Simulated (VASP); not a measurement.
Crystal: CoSi.

```
Co Si
1.0
     4.43800    0.00000    0.00000
     0.00000    4.43800    0.00000
     0.00000    0.00000    4.43800
Co Si
4 4
Direct
  0.86000 0.64000 0.36000
  0.64000 0.36000 0.86000
  0.36000 0.86000 0.64000
  0.14000 0.14000 0.14000
  0.15700 0.34300 0.65700
  0.34300 0.65700 0.15700
  0.65700 0.15700 0.34300
  0.84300 0.84300 0.84300
```

Base run:

```yaml
Program: VASP 6.6.1
Functional: PBEsol
Potentials_or_basis: VASP PAW PBE potentials, release 64 (Co, Si)
Cutoff: 520 eV
k_mesh: 5 × 5 × 5
Occupations: fermi-dirac, width 0.05 eV
Spin: collinear spin, ferromagnetic start
Starting_moments: "[4.0, 4.0, 4.0, 4.0, 0.0, 0.0, 0.0, 0.0] μB"
Fixed_moment: 16 μB
```

Its results: pressure 60.9 GPa; site moments Co +2.89; Si +0.46 μB; largest force 1.127 eV/Å.

Task: After a change of settings the same cell gave: pressure 17.7 GPa; site moments Co +1.72; Si +0.14 μB; largest force 0.507 eV/Å. Which change was it?
A. fixed moment from 16 μB to 6 μB; moments at the start from [4.0, 4.0, 4.0, 4.0, 0.0, 0.0, 0.0, 0.0] to [1.5, 1.5, 1.5, 1.5, 0.0, 0.0, 0.0, 0.0]
B. fixed moment from 16 μB to 8 μB; moments at the start from [4.0, 4.0, 4.0, 4.0, 0.0, 0.0, 0.0, 0.0] to [2.0, 2.0, 2.0, 2.0, 0.0, 0.0, 0.0, 0.0]
C. fixed moment from 16 μB to 2 μB; moments at the start from [4.0, 4.0, 4.0, 4.0, 0.0, 0.0, 0.0, 0.0] to [0.5, 0.5, 0.5, 0.5, 0.0, 0.0, 0.0, 0.0]
D. fixed moment from 16 μB to 10 μB; moments at the start from [4.0, 4.0, 4.0, 4.0, 0.0, 0.0, 0.0, 0.0] to [2.5, 2.5, 2.5, 2.5, 0.0, 0.0, 0.0, 0.0]

Result: B.

Caveats: the PAW data sets were made with another functional, which shifts forces and pressure a little; the total moment is fixed, so each spin has its own Fermi level.
